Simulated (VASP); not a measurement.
A run of VASP 6.6.1:

Contents of INCAR:

```
PREC = Accurate
ENCUT = 600
EDIFF = 1E-7
ISMEAR = 0
SIGMA = 0.05
LREAL = F
LASPH = T
NELM = 100
ALGO = Normal
ISIF = 4
LWAVE = F
LCHARG = F
GGA = PE
IBRION = 2
NSW = 60
EDIFFG = -0.01
```

The input KPOINTS:

```
regular mesh
0
Gamma
  10 10 6
```

File POSCAR:

```
Sb2Pt
1.0
    4.0025169041      0.0000000000      0.0000000000
   -2.0012584520      3.4662813181      0.0000000000
    0.0000000000      0.0000000000      5.1619739228
Pt Sb
1 2
Direct
    0.0000000000      0.0000000000      0.0000000000
    0.3333333333      0.6666666667      0.2634868813
    0.6666666667      0.3333333333      0.7365131187
```

Potentials or basis: VASP PAW PBE potentials, release 64 (Pt, Sb).

The run is started by

```console
$ cat potpaw_PBE.64/Pt/POTCAR potpaw_PBE.64/Sb/POTCAR > POTCAR
$ mpirun -np 1 vasp_std > vasp.out
```

Hardware: 1 thread of Intel(R) Xeon(R) Platinum 8488C (Sapphire Rapids) (shared host).

**Question.** How long does it take, and how much memory?

**Answer.** Wall time 6.8 min on 1 thread of Intel(R) Xeon(R) Platinum 8488C (Sapphire Rapids) (shared host), peak memory 0.27 GiB. Counts: scf iterations 88, k points 72, ion steps 12.
